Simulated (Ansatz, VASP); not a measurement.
## Al in VASP and in Ansatz

```
CELL_PARAMETERS angstrom
0.00000 1.99669 1.99669
1.99669 0.00000 1.99669
1.99669 1.99669 0.00000
ATOMIC_POSITIONS crystal
Al 0.00000 0.00000 0.00000
```

Alike in both runs: task single point; functional r2SCAN; k mesh 14 × 14 × 14; occupations fermi-dirac, width 0.1 eV; no spin polarisation.

|  | VASP | Ansatz |
| --- | --- | --- |
| version | VASP 6.6.1 | Ansatz 0.2.0 |
| potentials or method | VASP PAW PBE potentials, release 64 (Al), cutoff 520 eV | plane waves (500 eV) with PAW, scalar-relativistic |
| valence electrons in the cell | 3 | 3 |

Ansatz gave:

```
pressure (GPa) : -0.2
```

Question: What did VASP give for the same quantities?

Answer: Pressure (GPa): -0.5.

VASP's potentials were made for PBE, not for r2SCAN. With one functional, cell and mesh, what is left measures potentials, basis and numerics.
